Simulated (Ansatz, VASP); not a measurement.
**One calculation of Zr2BeS4, two programs**

INCAR

```
ALGO = Normal ; EDIFF = 1E-6
EDIFFG = -0.08 ; ENCUT = 600
GGA = PE ; IBRION = 2
ISIF = 3 ; ISMEAR = 0
LASPH = T ; LCHARG = F
LREAL = F ; LWAVE = F
NELM = 60 ; NSW = 36
PREC = Accurate ; SIGMA = 0.15
```

File KPOINTS:

```
k-points
0
Gamma
  2 2 3
```

POSCAR

```
Zr2BeS4
1.0
    5.6806669800      0.0000000000      0.0000000000
    0.0000000000      5.6806669800      0.0000000000
    0.0000000000      0.0000000000      4.8070999700
Zr Be S
2 1 4
Direct
    0.0000000000      0.0000000000      0.7434395000
    0.0000000000      0.0000000000      0.2565605000
    0.5000000000      0.5000000000      0.5000000000
    0.2178455400      0.2178455400      0.0000000000
    0.7821544600      0.7821544600      0.0000000000
    0.7821544600      0.2178455400      0.0000000000
    0.2178455400      0.7821544600      0.0000000000
```

Input for Ansatz:

```yaml
crystal:
  lattice:
    - [5.68066698, 0.0, 0.0]
    - [0.0, 5.68066698, 0.0]
    - [0.0, 0.0, 4.80709997]
  atoms:
    - { symbol: Zr, position: [0.0, 0.0, 0.7434395] }
    - { symbol: Zr, position: [0.0, 0.0, 0.2565605] }
    - { symbol: Be, position: [0.5, 0.5, 0.5] }
    - { symbol: S, position: [0.21784554, 0.21784554, 0.0] }
    - { symbol: S, position: [0.78215446, 0.78215446, 0.0] }
    - { symbol: S, position: [0.78215446, 0.21784554, 0.0] }
    - { symbol: S, position: [0.21784554, 0.78215446, 0.0] }
basis:
  ecutwfc: 420
kpoints:
  mp_grid: { grid: [2, 2, 3] }
hamiltonian:
  xc: pbe
scf:
  occupations: { method: gaussian, width: 0.15 }
  lower_state_search: "off"
output:
  forces: true
  stress: true
  eigenvalues: true
relax:
  adjacent_minimum: "off"
  f_tol: 0.08
  max_steps: 16
  cell: { stress_tol: 0.8 }
```

Alike in both runs: task relaxation of cell and atoms; functional PBE; k mesh 2 × 2 × 3; occupations gaussian, width 0.15 eV; no spin polarisation.

```csv
,VASP,Ansatz
version,VASP 6.6.1,Ansatz 0.2.0
potentials or method,"VASP PAW PBE potentials, release 64 (Zr_sv, Be, S), cutoff 600 eV","scalar-relativistic, plane waves, PAW"
valence electrons in the cell,50,50
```

Ansatz gave:

* gap on the k mesh at the Fermi level, each at its own relaxed structure (eV): none
* relaxed volume (Å³/atom): 23.92
* relaxed length of the cell vector where the two differ most in proportion (Å): 5.119

Question: What did VASP give for the same quantities?

Answer: gap on the k mesh at the Fermi level, each at its own relaxed structure (eV): none; relaxed volume (Å³/atom): 31.15; relaxed length of the cell vector where the two differ most in proportion (Å): 6.024.

A gap of «none» marks a metal or a gap that the smearing closes. One of these differences is far larger than is usual between the two programs; its cause wasn't traced.

The k mesh is coarse, so the values compare programs but aren't converged. Noted on VASP's run: the volume moved by over 15 % at a fixed basis, so the end points are rough.
